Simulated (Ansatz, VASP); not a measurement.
**GaP: VASP beside Ansatz**

```xyz
2
Lattice="0.0000 2.7232 2.7232 2.7232 0.0000 2.7232 2.7232 2.7232 0.0000" Properties=species:S:1:pos:R:3 pbc="T T T"
Ga    0.0000    0.0000    0.0000
P     1.3616    1.3616    1.3616
```

Alike in both runs: functional PBE; dispersion D3(BJ); k mesh 10 × 10 × 10; occupations gaussian, width 0.02 eV; no spin polarisation.

Ansatz relaxed the structure, and its values are those at the end. VASP's run is a single point on that final structure, the one shown.

|  | VASP | Ansatz |
| --- | --- | --- |
| version | VASP 6.6.1 | Ansatz 0.2.0 |
| potentials or method | VASP PAW PBE potentials, release 64 (Ga_d, P), cutoff 500 eV | scalar-relativistic, plane waves, PAW |
| valence electrons in the cell | 18 | 18 |

```tsv
	VASP	Ansatz	Ansatz less VASP
gap on the k mesh at the Fermi level (eV)	1.60	1.60	+0.001
least direct gap on the mesh (eV)	1.85	1.85	+0.003
pressure (GPa)	-0.1	0.0	+0.11
```
